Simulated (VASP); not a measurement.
# H15NO6 in VASP: a series of runs

Runs on H15NO6. Level: PBE+D3(BJ). Tasks: single point.

All numbers are computed with VASP 6.6.1; they aren't measurements. Logs are shortened: lines on timing, memory, paths and dates and some standing lists are left out, and cuts for length are marked.

## (1) The cell of the first run

The cell holds an amorphous packing of atoms, 22 atoms: a = 5.820 Å, b = 5.820 Å, c = 5.820 Å, α = 90.00°, β = 90.00°, γ = 90.00°.

## (2) Single point, PBE+D3(BJ)

Contents of INCAR:

```
PREC     = Accurate       # precision mode
ENCUT    = 520            # plane-wave cutoff, eV
EDIFF    = 1E-6           # SCF threshold, eV
ISMEAR   = -1             # smearing method
SIGMA    = 0.02           # smearing width, eV
LREAL    = Auto         
LASPH    = True           # aspherical terms in the spheres
NELM     = 100            # most SCF steps
ALGO     = Normal         # electronic algorithm
ISIF     = 2              # what is computed and relaxed
LWAVE    = False          # write WAVECAR
LCHARG   = False          # write CHGCAR
GGA      = PE             # functional
IVDW     = 12             # dispersion correction
NBANDS   = 45             # bands
```

Contents of KPOINTS:

```
Automatic mesh
0
Gamma
  1 1 1
```

Contents of POSCAR:

```
H15NO6
1.0
    5.8196320000      0.0000000000      0.0000000000
    0.0000000000      5.8196320000      0.0000000000
    0.0000000000      0.0000000000      5.8196320000
O H N
6 15 1
Direct
    1.1154272313      0.6565887136      0.8806574521
   -0.0997279470      0.1604756239      0.7675744750
    0.6261126095      0.8873700931      0.0480541228
    0.6146847926      0.1628619448      0.4209737275
    0.4786910482      0.4218475232      1.0311373280
    0.4006688087      0.6640149778      0.5217718227
    1.1090911444      0.7856559495      1.0181426336
    0.9889276201      0.5473762966      0.8894751673
   -0.1911227576      0.1647777195      0.6209278742
    0.0349238103      0.0670315697      0.7335245961
    0.7396905076      0.9454142062     -0.0635421808
    0.6092639914      0.7192200227      0.0368159110
    0.5564104515      0.3113540087      0.3675862406
    0.6140980774      0.0626166080      0.2820749060
    0.3348077047      0.4993591843      0.9762970869
    0.5312769231      0.3324989664      0.8998837151
    0.5070175943      0.7848814557      0.5667391683
    0.2912125124      0.6562375046      0.6530184523
   -0.0171211131      0.0218603068      0.2598871891
    0.2183606796     -0.1281754312      0.3289877083
    0.2362651829      0.0951262415      0.1541644487
    0.1347308279     -0.0407979853      0.2000363553
```

Potentials or basis: VASP PAW PBE potentials, release 64 (O, H, N).

Launch:

```console
$ cat potpaw_PBE.64/O/POTCAR potpaw_PBE.64/H/POTCAR potpaw_PBE.64/N/POTCAR > POTCAR
$ mpirun -np 1 vasp_gam > vasp.out
```

OUTCAR:

```text
PREC = Accurate
   ENCUT = 520
   EDIFF = 1E-6
   ISMEAR = -1
   LREAL = Auto
   LASPH = True
   NELM = 100
   ISIF = 2
   GGA = PE
   IVDW = 12
 IVDW          = 12

 ion  position               nearest neighbor table
   1  0.115  0.657  0.881-   8 0.97   7 1.10
   2  0.900  0.160  0.768-  10 0.97   9 1.01
   3  0.626  0.887  0.048-  12 0.99  11 0.99
   4  0.615  0.163  0.421-  13 0.98  14 1.00
   5  0.479  0.422  0.031-  16 0.97  15 1.00
   6  0.401  0.664  0.522-  17 0.97  18 1.00
   7  0.109  0.786  0.018-   1 1.10
   8  0.989  0.547  0.889-   1 0.97
   9  0.809  0.165  0.621-   2 1.01
  10  0.035  0.067  0.734-   2 0.97
  11  0.740  0.945  0.936-   3 0.99
  12  0.609  0.719  0.037-   3 0.99
  13  0.556  0.311  0.368-   4 0.98
  14  0.614  0.063  0.282-   4 1.00
  15  0.335  0.499  0.976-   5 1.00
  16  0.531  0.332  0.900-   5 0.97
  17  0.507  0.785  0.567-   6 0.97
  18  0.291  0.656  0.653-   6 1.00
  19  0.983  0.022  0.260-  22 1.02
  20  0.218  0.872  0.329-  22 1.03
  21  0.236  0.095  0.154-  22 1.02
  22  0.135  0.959  0.200-  19 1.02  21 1.02  20 1.03

  LATTYP: Found a simple cubic cell.
 ALAT       =     5.8196320000

  Lattice vectors:

 A1 = (   5.8196320000,   0.0000000000,   0.0000000000)
 A2 = (   0.0000000000,   5.8196320000,   0.0000000000)
 A3 = (   0.0000000000,   0.0000000000,   5.8196320000)

Analysis of symmetry for initial positions (statically):
=====================================================================
 Subroutine PRICEL returns:
 Original cell was already a primitive cell.

 Routine SETGRP: Setting up the symmetry group for a
 simple cubic supercell.

 Subroutine GETGRP returns: Found  1 space group operations
 (whereof  1 operations were pure point group operations)
 out of a pool of 48 trial point group operations.

The static configuration has the point symmetry C_1 .

Analysis of symmetry for dynamics (positions and initial velocities):
=====================================================================
 Subroutine PRICEL returns:
 Original cell was already a primitive cell.

 Routine SETGRP: Setting up the symmetry group for a
 simple cubic supercell.

 Subroutine GETGRP returns: Found  1 space group operations
 (whereof  1 operations were pure point group operations)
 out of a pool of 48 trial point group operations.

The dynamic configuration has the point symmetry C_1 .

 Subroutine INISYM returns: Found  1 space group operations
 (whereof  1 operations are pure point group operations),
 and found     1 'primitive' translations

----------------------------------------------------------------------------------------

                                     Primitive cell

  volume of cell :     197.1000

  direct lattice vectors                    reciprocal lattice vectors
     5.819632000  0.000000000  0.000000000     0.171832171  0.000000000  0.000000000
     0.000000000  5.819632000  0.000000000     0.000000000  0.171832171  0.000000000
     0.000000000  0.000000000  5.819632000     0.000000000  0.000000000  0.171832171

  length of vectors
     5.819632000  5.819632000  5.819632000     0.171832171  0.171832171  0.171832171

  position of ions in fractional coordinates (direct lattice)
     0.115427231  0.656588714  0.880657452
     0.900272053  0.160475624  0.767574475
     0.626112609  0.887370093  0.048054123
     0.614684793  0.162861945  0.420973727
     0.478691048  0.421847523  0.031137328
     0.400668809  0.664014978  0.521771823
[... 14 lines left out ...]
     0.236265183  0.095126241  0.154164449
     0.134730828  0.959202015  0.200036355

  ion indices of the primitive-cell ions
   primitive index   ion index
                 1           1
                 2           2
                 3           3
                 4           4
                 5           5
                 6           6
[... 14 lines left out ...]
                21          21
                22          22

----------------------------------------------------------------------------------------

 KPOINTS: Automatic mesh

Automatic generation of k-mesh.
 Grid dimensions read from file:
 generate k-points for:    1    1    1

 Generating k-lattice:

  Cartesian coordinates                     Fractional coordinates (reciprocal lattice)
     0.171832171  0.000000000  0.000000000     1.000000000  0.000000000  0.000000000
     0.000000000  0.171832171  0.000000000     0.000000000  1.000000000  0.000000000
     0.000000000  0.000000000  0.171832171     0.000000000  0.000000000  1.000000000

  Length of vectors
     0.171832171  0.171832171  0.171832171

  Shift w.r.t. Gamma in fractional coordinates (k-lattice)
     0.000000000  0.000000000  0.000000000

 Subroutine IBZKPT returns following result:
 ===========================================

 Found      1 irreducible k-points:

 Following reciprocal coordinates:
            Coordinates               Weight
  0.000000  0.000000  0.000000      1.000000
   k-points           NKPTS =      1   k-points in BZ     NKDIM =      1   number of bands    NBANDS=     45
   number of dos      NEDOS =    301   number of ions     NIONS =     22
   total plane-waves  NPLWV = 110592
   dimension x,y,z NGX =    48 NGY =   48 NGZ =   48
   dimension x,y,z NGXF=    96 NGYF=   96 NGZF=   96
   ions per type =               6  15   1
   NGX,Y,Z   is equivalent  to a cutoff of  13.71, 13.71, 13.71 a.u.
   NGXF,Y,Z  is equivalent  to a cutoff of  27.42, 27.42, 27.42 a.u.
 SYSTEM =  unknown system
   PREC   = accura    normal or accurate (medium, high low for compatibility)
   ISTART =      0    job   : 0-new  1-cont  2-samecut
   ICHARG =      2    charge: 1-file 2-atom 10-const
   ISPIN  =      1    spin polarized calculation?
   LNONCOLLINEAR =      F non collinear calculations
   LSORBIT =      F    spin-orbit coupling
   LASPH  =      T    aspherical Exc in radial PAW
   ENCUT  =  520.0 eV  38.22 Ry    6.18 a.u.  10.82 10.82 10.82*2*pi/ulx,y,z
   NELM   =    100;   NELMIN=  2; NELMDL= -5     # of ELM steps
   EDIFF  = 0.1E-05   stopping-criterion for ELM
   LREAL  =      T    real-space projection
   EDIFFG = 0.1E-04   stopping-criterion for IOM
   NSW    =      0    number of steps for IOM
   IBRION =     -1    ionic relax: 0-MD 1-quasi-New 2-CG
   NFREE  =      0    steps in history (QN), initial steepest desc. (CG)
   ISIF   =      2    stress and relaxation
   ISYM   =      2    0-nonsym 1-usesym 2-fastsym
   POTIM  = 0.5000    time-step for ionic-motion
   TEBEG  =    0.0;   TEEND  =   0.0 temperature during run
   PSTRESS=    0.0 pullay stress
   NELECT =      56.0000    total number of electrons
   NUPDOWN=      -1.0000    fix difference up-down
   EMIN   =  10.00;   EMAX   =-10.00  energy-range for DOS
   EFERMI =   0.00;   METHOD = LEGACY
   ISMEAR =    -1;   SIGMA  =   0.02  broadening in eV -4-tet -1-fermi 0-gaus
   EFERMI_NEDOS =   21; number of points for ismear=-14 and -15
   IALGO  =     38    algorithm
   IMIX   =      4    mixing-type and parameters
     AMIX     =   0.40;   BMIX     =  1.00
     AMIX_MAG =   1.60;   BMIX_MAG =  1.00
  volume/ion in A,a.u.               =       8.96        60.46
  Fermi-wavevector in a.u.,A,eV,Ry     =   1.076239  2.033796 15.759492  1.158290
  Thomas-Fermi vector in A             =   2.212118
   LORBIT       =      0    0 simple, 1 ext, 2 COOP (PROOUT), +10 PAW based schemes
   GGA     = PE    functional components
   LHFCALC =     F    Hartree Fock is set to
   AEXX    =    0.0000 exact exchange contribution
   IVDW    =    12    specifies the selected vdW correction
   LEPSILON=     F    determine dielectric tensor
   LRPA    =     F    only Hartree local field effects (RPA)
 non-spin polarized calculation
  energy-cutoff  :      520.00
  volume of cell :      197.10
 maximum number of plane-waves:      2689
 NGX is ok and might be reduce to    42
   NGX = 21   NGY = 21   NGZ = 21

 number of electron      56.0000002 magnetization

 Free energy of the ion-electron system (eV)
  ---------------------------------------------------
  ext. energy  EPLUGINS =         0.00000000
  ---------------------------------------------------
  free energy    TOTEN  =      -107.57008729 eV

  energy without entropy =     -107.57008729  energy(sigma->0) =     -107.57008729

 E-fermi :  -2.6756     XC(G=0):  -7.1517

 val. band max:       -3.1692911269   @ k =   0.0000   0.0000   0.0000
 cond. band min:       1.4819207627   @ k =   0.0000   0.0000   0.0000
 fundamental gap:      4.6512118895
 Fermi energy:        -2.6756348974

 k-point     1 :       0.0000    0.0000    0.0000
  band No.  band energies     occupation
      1     -22.0553      2.00000
      2     -21.6385      2.00000
      3     -21.3699      2.00000
      4     -21.3378      2.00000
      5     -21.1966      2.00000
      6     -20.8812      2.00000
[... 32 lines left out ...]
     39       8.1389      0.00000
     40       8.3356      0.00000
 [bands above 40 left out]

------------------------ aborting loop because EDIFF is reached ----------------------------------------

 Edisp (eV)   -0.85155

 E8    (eV) :    -0.1763

  FORCE on cell =-STRESS in cart. coord.  units (eV):
  Direction    XX          YY          ZZ          XY          YZ          ZX
  --------------------------------------------------------------------------------------
  -------------------------------------------------------------------------------------
  Total       1.43573    -1.06594     0.66762    -0.53145    -0.45563     0.39567
  in kB      11.67069    -8.66475     5.42694    -4.32000    -3.70374     3.21631
  external pressure =        2.81 kB  Pullay stress =        0.00 kB

 VOLUME and BASIS-vectors are now :
 -----------------------------------------------------------------------------
  energy-cutoff  :      520.00
  volume of cell :      197.10
      direct lattice vectors                 reciprocal lattice vectors
     5.819632000  0.000000000  0.000000000     0.171832171  0.000000000  0.000000000
     0.000000000  5.819632000  0.000000000     0.000000000  0.171832171  0.000000000
     0.000000000  0.000000000  5.819632000     0.000000000  0.000000000  0.171832171

 POSITION                                       TOTAL-FORCE (eV/Angst)
 -----------------------------------------------------------------------------------
      0.67174      3.82110      5.12510         0.006280     -0.044429      0.089796
      5.23925      0.93391      4.46700        -0.012309     -0.044557     -0.023595
      3.64374      5.16417      0.27966         0.060072     -0.093540     -0.032059
      3.57724      0.94780      2.44991         0.052600      0.011319      0.059617
      2.78581      2.45500      0.18121        -0.080131     -0.009228     -0.096313
      2.33175      3.86432      3.03652         0.030724      0.017398     -0.050037
[... 14 lines left out ...]
      1.37498      0.55360      0.89718        -0.040881     -0.042360      0.013225
      0.78408      5.58220      1.16414        -0.000718      0.044795      0.003598
 -----------------------------------------------------------------------------------
    total drift:                                0.008298     -0.009600     -0.002744

  FREE ENERGIE OF THE ION-ELECTRON SYSTEM (eV)
  ---------------------------------------------------
  free  energy   TOTEN  =      -108.4216330308 eV

  energy  without entropy=     -108.4216330308  energy(sigma->0) =     -108.42163303
```

Wall time 29 s (1 thread of Intel Xeon Platinum 8488C (Sapphire Rapids), shared host); peak memory 0.31 GiB.

Results:

```yaml
Free_energy: -108.4216 eV
Pressure: 0.3 GPa
Largest_force: 0.141 eV/Å
Band_gap_on_the_k_mesh: 4.65 eV
Dispersion_energy_per_atom: -0.039 eV
```

Forces in eV/Å, atoms in the order of the input:
```
O    0.006 -0.044  0.090
O   -0.012 -0.045 -0.024
O    0.060 -0.094 -0.032
O    0.053  0.011  0.060
O   -0.080 -0.009 -0.096
O    0.031  0.017 -0.050
H   -0.008 -0.045 -0.055
H   -0.027 -0.016 -0.050
H   -0.037  0.024 -0.007
H   -0.003  0.053  0.049
H   -0.018  0.014 -0.002
H    0.032  0.133  0.032
H   -0.014  0.034 -0.038
H    0.012 -0.098 -0.025
H   -0.040  0.053  0.032
H    0.074 -0.014  0.046
H    0.047  0.056 -0.029
H   -0.082 -0.014  0.026
H   -0.013  0.033  0.007
H    0.062 -0.053  0.050
H   -0.041 -0.042  0.013
N   -0.001  0.045  0.004
```

Levels at points of the mesh, in eV from the valence-band top:
```csv
k point,band 25,band 26,band 27,band 28,band 29,band 30,band 31,band 32
"(0.00, 0.00, 0.00)",-0.53,-0.37,-0.29,0.00,4.65,8.17,8.57,8.68
```

Caveat: the k points lie up to 1.08 Å⁻¹ apart.

## (3) Single point, PBE+D3(BJ)

Contents of INCAR:

```
  ALGO = Normal
  EDIFF = 1E-6
  ENCUT = 520
  GGA = PE
  ISIF = 2
  ISMEAR = -1
  IVDW = 12
  LASPH = T
  LCHARG = F
  LREAL = Auto
  LWAVE = F
  NBANDS = 45
  NELM = 60
  PREC = Accurate
  SIGMA = 0.02
```

Contents of KPOINTS:

```
k-points
0
Gamma
  1 1 1
```

Contents of POSCAR:

```
H15NO6
1.0
    5.8196320000      0.0000000000      0.0000000000
    0.0000000000      5.8196320000      0.0000000000
    0.0000000000      0.0000000000      5.8196320000
O H N
6 15 1
Direct
    1.1278376365      0.6563645261      0.8582329604
   -0.1203512525      0.1538069761      0.7743616779
    0.6518968897      0.8652093466      0.0812938000
    0.6275654543      0.1581027804      0.4029292574
    0.4923850855      0.4248550424      1.0208721101
    0.4627955857      0.6706781460      0.5096542187
    1.1227170378      0.7698596750      1.0009395783
    0.9783780143      0.5640562840      0.8400015671
   -0.2028822441      0.1845821179      0.6193690598
    0.0148119331      0.0714134502      0.7387065024
    0.7254582420      0.9473451242     -0.0533367058
    0.6001066734      0.7036183731      0.0625469102
    0.5942471964      0.2895200246      0.3122018712
    0.6521890044      0.0324934635      0.2870800078
    0.3416023556      0.4814909259      0.9667793427
    0.5695892799      0.3241442071      0.9057789221
    0.5457389746      0.7957719663      0.5716340827
    0.3179926153      0.6709187110      0.6095058932
    0.0084025932     -0.0104473960      0.2755672524
    0.2804644692     -0.0939750142      0.2820109588
    0.1849601487      0.0982708185      0.0882186365
    0.1476725676     -0.0494532988      0.1773308003
```

Potentials or basis: VASP PAW PBE potentials, release 64 (O, H, N).

Launch:

```console
$ cat potpaw_PBE.64/O/POTCAR potpaw_PBE.64/H/POTCAR potpaw_PBE.64/N/POTCAR > POTCAR
$ mpirun -np 1 vasp_gam > vasp.out
```

It took 27 s on 1 thread of Intel Xeon Platinum 8488C (Sapphire Rapids), shared host; peak memory 0.33 GiB.

It converged, with:

```
Free energy                : -107.8889 eV
Pressure                   : 0.3 GPa
Largest force              : 2.474 eV/Å
Band gap on the k mesh     : 4.47 eV
Dispersion energy per atom : -0.039 eV
```

Forces in eV/Å, atoms in the order of the input:
```
O   -1.540 -1.704 -0.918
O   -1.815  1.191 -0.265
O    0.470  0.504 -0.691
O    0.764 -0.823  1.290
O    0.961 -0.827 -0.051
O   -2.125 -1.000  0.273
H   -0.372  0.203  0.193
H    1.827  1.146  0.392
H    0.233 -0.490  0.431
H    1.259 -0.838 -0.357
H   -0.397 -0.979  0.601
H    0.321  0.237 -0.414
H   -0.553  1.369 -0.757
H   -0.290 -0.191 -0.129
H   -0.241  0.072 -0.625
H   -0.762  0.861  0.524
H    0.852  1.194  0.495
H    1.114 -0.215 -0.486
H   -0.035 -0.162 -0.043
H    0.237  0.121  0.081
H    0.291 -0.175  0.412
N   -0.197  0.505  0.046
```

Stress tensor (GPa, compression positive):
```
-0.03 -0.90  1.05
-0.90  0.74  1.13
 1.05  1.13  0.25
```

Levels at points of the mesh, in eV from the valence-band top:
```csv
k point,band 26,band 27,band 28,band 29,band 30,band 31
"(0.00, 0.00, 0.00)",-0.30,-0.21,0.00,4.47,8.00,8.33
```

Caveat: the k points lie up to 1.08 Å⁻¹ apart.
